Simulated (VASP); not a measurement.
Here is a VASP 6.6.1 calculation.

Contents of INCAR:

```
PREC     = Accurate       # precision mode
ENCUT    = 520            # plane-wave cutoff, eV
EDIFF    = 1E-6           # SCF threshold, eV
ISMEAR   = 0              # smearing method
SIGMA    = 0.15           # smearing width, eV
LREAL    = False          # projectors in reciprocal space
LASPH    = True           # aspherical terms in the spheres
NELM     = 80             # most SCF steps
ALGO     = Fast           # electronic algorithm
ISIF     = 2              # what is computed and relaxed
LWAVE    = False          # write WAVECAR
LCHARG   = True           # write CHGCAR
GGA      = PE             # functional
LELF     = True           # ELF
LVHAR    = True         
NBANDS   = 28             # bands
```

The input KPOINTS:

```
regular mesh
0
Gamma
  20 20 7
```

The input POSCAR:

```
AlNi
1.0
    0.0000000000     -2.8930835334      0.0000000000
    0.0000000000      0.0000000000     -2.8930835334
   14.6792506003      0.0000000000      0.0000000000
Al Ni
3 3
Direct
    0.0000000000      1.0000000000      0.5419782848
    0.0000000000      1.0000000000      0.1478050927
    0.0000000000      1.0000000000      0.3448916888
    0.5000000000      0.5000000000      0.0492617947
    0.5000000000      0.5000000000      0.2463483907
    0.5000000000      0.5000000000      0.4434349868
```

Potentials or basis: VASP PAW PBE potentials, release 64 (Al, Ni).

The run is started by

```bash
$ cat potpaw_PBE.64/Al/POTCAR potpaw_PBE.64/Ni/POTCAR > POTCAR
$ mpirun -np 1 vasp_std > vasp.out
```

Task: What does it give for the band gap on the k mesh?

Result: Zero (an odd number of electrons rules out a gap without spin polarisation).

Task: What does it give for the largest force?

Result: 0.963 eV/Å.

Task: Estimate the pressure.

Result: -3.1 GPa.

Stress tensor (GPa, compression positive):
```
-0.95  0.00  0.00
 0.00 -4.15  0.00
 0.00  0.00 -4.15
```

Caveat: the cell differs from its parent crystal (the distance across one plane changed); the cell stands under tension. Spin polarisation is off, so any magnetic state and its effect on volume and gap are missing.
